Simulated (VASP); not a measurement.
Here is a VASP 6.6.1 calculation.

The input INCAR:

```
SYSTEM = CdS
PREC = Accurate
ENCUT = 600
EDIFF = 1E-7
ISMEAR = -1
SIGMA = 0.1
LREAL = .FALSE.
LASPH = .TRUE.
NELM = 80
ALGO = Normal
ISIF = 3
LWAVE = .FALSE.
LCHARG = .FALSE.
GGA = PE
IBRION = 2
NSW = 60
EDIFFG = -0.005
PSTRESS = 150.0
```

File KPOINTS:

```
Automatic mesh
0
G
  12 12 12
  0 0 0
```

File POSCAR:

```
CdS
1.0
    0.0000000000      2.7327777865      2.7327777865
    2.7327777865      0.0000000000      2.7327777865
    2.7327777865      2.7327777865      0.0000000000
Cd S
1 1
Direct
    0.0000000000      0.0000000000      0.0000000000
    0.2500000000      0.2500000000      0.2500000000
```

Potentials or basis: VASP PAW PBE potentials, release 64 (Cd, S).

Command:

```bash
$ cat potpaw_PBE.64/Cd/POTCAR potpaw_PBE.64/S/POTCAR > POTCAR
$ mpirun -np 1 vasp_std > vasp.out
```

(1) Estimate the space group after relaxing (to 0.05 Å).

(2) Predict the band gap on the k mesh.

(3) Predict the relaxed cell.

(4) Predict the relaxed volume.

## Answers

(1) F-43m (No. 216).

(2) 1.42 eV, direct.

(3) a = 3.948 Å, b = 3.948 Å, c = 3.948 Å, α = 60.00°, β = 60.00°, γ = 60.00°.

(4) 21.76 Å³/atom.

Caveat: the cell is relaxed towards a set pressure, so the enthalpy falls and the energy may rise.
